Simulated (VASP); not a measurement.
A run of VASP 6.6.1 is set up as follows.

INCAR

```
ALGO = Normal
EDIFF = 1E-6
ENCUT = 500
GGA = CA
GGA_COMPAT = False
ISIF = 2
ISMEAR = 0
LASPH = True
LCHARG = False
LREAL = False
LWAVE = False
NBANDS = 36
NELM = 120
PREC = Accurate
SIGMA = 0.03
```

File KPOINTS:

```
k-points
0
Gamma
  9 7 3
```

Contents of POSCAR:

```
Si
1.0
    0.0000000000      0.0000000000     -3.8165079742
   -3.3010168595     -3.3010168595     -1.9082539871
   -9.9030505784      9.9030505784      1.9082539871
Si
12
Direct
    0.8455121040      0.6423091254      0.3333333333
    0.1788454373      0.6423091254      0.0000000000
    0.5121787706      0.6423091254      0.6666666667
    0.4878212294      0.3576908746      0.3333333333
    0.8211545627      0.3576908746      0.0000000000
    0.1544878960      0.3576908746      0.6666666667
    0.0596151458      0.0000000000      0.1192302915
    0.3929484791      0.0000000000      0.7858969582
    0.7262818124      0.0000000000      0.4525636249
    0.2737181876      0.0000000000      0.5474363751
    0.6070515209      0.0000000000      0.2141030418
    0.9403848542      0.0000000000      0.8807697085
```

Potentials or basis: VASP PAW LDA potentials, release 64 (Si).

The run is started by

```bash
$ cat potpaw_LDA.64/Si/POTCAR > POTCAR
$ mpirun -np 1 vasp_std > vasp.out
```

Problem. Predict the band gap on the k mesh.

Solution. 0.32 eV.

Problem. Predict the pressure.

Solution. 0.1 GPa.

Stress tensor (GPa, compression positive):
```
0.10 0.00 0.00
0.00 0.10 0.00
0.00 0.00 0.02
```

Caveat: semilocal functionals underestimate gaps, and a narrow one can read as zero. A k mesh can miss the band edges.
